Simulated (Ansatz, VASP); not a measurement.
BiAu: VASP beside Ansatz

```
Au Bi
1.0
     0.00000    2.99214    2.99214
     2.99214    0.00000    2.99214
     2.99214    2.99214    0.00000
Au Bi
1 1
Direct
  0.00000 0.00000 0.00000
  0.50000 0.50000 0.50000
```

Change from the starting cell: volume scaled by 1.02, PAW files.

Alike in both runs: task electric field gradients; functional PBE; k mesh 12 × 12 × 12; occupations fermi-dirac, width 0.03 eV; no spin polarisation.

```csv
,VASP,Ansatz
version,VASP 6.6.1,Ansatz 0.2.0
potentials or method,"VASP PAW PBE potentials, release 64 (Au, Bi_d)","PAW with Ansatz's default frozen-core files, scalar-relativistic"
plane-wave cutoff (eV),400,420
valence electrons in the cell,26,34
```

Ansatz gave:

| Property | Result |
| --- | --- |
| pressure (GPa) | -1.3 |

Estimate VASP's values.

pressure (GPa): -1.4.

VASP's potentials hold 26 valence electrons a cell and Ansatz's 34, so a difference there can come from the potentials and not from the codes.

Spin-orbit coupling is off throughout.
